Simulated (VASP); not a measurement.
A run of VASP 6.6.1 is set up as follows.

File INCAR:

```
ALGO     = Normal         # electronic algorithm
EDIFF    = 1E-7           # SCF threshold, eV
ENCUT    = 520            # plane-wave cutoff, eV
GGA      = PE             # functional
ISIF     = 2              # what is computed and relaxed
ISMEAR   = 0              # smearing method
LASPH    = T              # aspherical terms in the spheres
LCHARG   = F              # write CHGCAR
LDAU     = T              # DFT+U
LDAUJ    = 0 0 0        
LDAUL    = -1 2 -1        # shell
LDAUPRINT= 1            
LDAUTYPE = 2            
LDAUU    = 0 4 0          # U, eV
LMAXMIX  = 4              # l up to which the mixer works
LREAL    = F              # projectors in reciprocal space
LWAVE    = F              # write WAVECAR
NBANDS   = 28             # bands
NELM     = 150            # most SCF steps
PREC     = Accurate       # precision mode
SIGMA    = 0.05           # smearing width, eV
```

File KPOINTS:

```
k-points
0
Gamma
  6 6 6
```

File POSCAR:

```
BaTiO3
1.0
    4.0082194129      0.0000000000      0.0000000000
    0.0000000000      2.8732814832      2.8859184405
    0.0000000000     -2.8732814832      2.8859184405
Ba Ti O
1 1 3
Direct
    0.0000000000      0.0080771898      0.0080771898
    0.5000000000      0.5197092923      0.5197092923
    0.0000000000      0.5695916076      0.5695916076
    0.5000000000      0.4938075436      0.9829991481
    0.5000000000      0.9829991481      0.4938075436
```

Potentials or basis: VASP PAW PBE potentials, release 64 (Ba_sv, Ti_sv, O).

Run with:

```sh
$ cat potpaw_PBE.64/Ba_sv/POTCAR potpaw_PBE.64/Ti_sv/POTCAR potpaw_PBE.64/O/POTCAR > POTCAR
$ mpirun -np 1 vasp_std > vasp.out
```

(1) What does it give for the band gap on the k mesh?

(2) Estimate the largest force.

(3) Predict the pressure.

Answers

(1) 2.25 eV, indirect (least direct gap 2.57 eV).

(2) 2.494 eV/Å.

(3) 4.9 GPa.

Caveat: the cell differs from its parent crystal (atom 3 (O) moved by (+0.000, +0.450) A along y and z); spin-orbit coupling is left out, which moves the levels of the heavy elements; forces of over 1 eV/Å act on the atoms, so gaps and moduli don't describe the material at rest.
